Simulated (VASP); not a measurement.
Input of a VASP 6.6.1 run:

The input INCAR:

```
  PREC = Accurate
  ENCUT = 500
  EDIFF = 1E-7
  ISMEAR = -1
  SIGMA = 0.02
  LREAL = False
  LASPH = True
  NELM = 120
  ALGO = Normal
  ISIF = 3
  LWAVE = False
  LCHARG = False
  GGA = PS
  IBRION = 2
  NSW = 80
  EDIFFG = -0.01
  GGA_COMPAT = False
  NELMIN = 4
  KPAR = 4
```

File KPOINTS:

```
regular mesh
0
Gamma
  4 8 6
```

Contents of POSCAR:

```
GeSe
1.0
   10.7900000000      0.0000000000      0.0000000000
    0.0000000000      3.8200000000      0.0000000000
    0.0000000000      0.0000000000      4.3800000000
Ge Se
4 4
Direct
    0.1210000000      0.7500000000      0.8940000000
    0.6210000000      0.7500000000      0.6060000000
    0.3790000000      0.2500000000      0.3940000000
    0.8790000000      0.2500000000      0.1060000000
    0.8520000000      0.7500000000      0.4970000000
    0.3520000000      0.7500000000      0.0030000000
    0.6480000000      0.2500000000      0.9970000000
    0.1480000000      0.2500000000      0.5030000000
```

Potentials or basis: VASP PAW PBE potentials, release 64 (Ge_d, Se).

Launch:

```console
$ cat potpaw_PBE.64/Ge_d/POTCAR potpaw_PBE.64/Se/POTCAR > POTCAR
$ mpirun -np 4 vasp_std > vasp.out
```

Question: What does it give for the relaxed volume?

Answer: 21.99 Å³/atom.

Question: Estimate the relaxed cell.

Answer: a = 10.723 Å, b = 3.858 Å, c = 4.253 Å, α = 90.00°, β = 90.00°, γ = 90.00°.

The path:
| step | energy change (eV) | largest force (eV/Å) | pressure (GPa) | volume (Å³) |
| --- | --- | --- | --- | --- |
| 1 | 0.0000 | 0.2123 | -0.05 | 180.53 |
| 2 | -0.0116 | 0.0961 | -0.28 | 180.35 |
| 3 | -0.0125 | 0.0746 | -0.37 | 180.28 |
| 4 | -0.0205 | 0.0804 | -0.09 | 178.72 |
| 5 | -0.0264 | 0.0946 | 0.52 | 175.57 |
| 6 | -0.0302 | 0.0386 | 0.12 | 175.73 |
| 7 | -0.0302 | 0.0354 | 0.09 | 175.74 |
| 8 | -0.0302 | 0.0363 | 0.10 | 175.74 |
| 9 | -0.0306 | 0.0329 | 0.02 | 176.00 |
| 10 | -0.0308 | 0.0269 | -0.12 | 176.51 |
| 11 | -0.0310 | 0.0182 | -0.09 | 176.48 |
| 12 | -0.0311 | 0.0169 | -0.05 | 176.46 |
| 13 | -0.0311 | 0.0177 | -0.04 | 176.45 |
| 14 | -0.0312 | 0.0185 | -0.02 | 176.35 |
| 15 | -0.0314 | 0.0208 | 0.05 | 176.06 |
| 16 | -0.0315 | 0.0175 | 0.04 | 176.07 |
| 17 | -0.0316 | 0.0106 | -0.02 | 176.09 |
| 18 | -0.0315 | 0.0274 | -0.12 | 176.14 |
| 19 | -0.0316 | 0.0133 | -0.06 | 176.10 |
| 20 | -0.0317 | 0.0128 | -0.03 | 175.99 |
| 21 | -0.0317 | 0.0152 | 0.01 | 175.79 |
| 22 | -0.0317 | 0.0159 | 0.04 | 175.74 |
| 23 | -0.0318 | 0.0127 | 0.02 | 175.73 |
| 24 | -0.0319 | 0.0156 | 0.00 | 175.71 |
| 25 | -0.0320 | 0.0116 | 0.03 | 175.72 |
| 26 | -0.0321 | 0.0064 | 0.05 | 175.75 |
| 27 | -0.0322 | 0.0064 | 0.01 | 175.92 |

Caveat: the PAW data sets were made with another functional, which shifts forces and pressure a little.
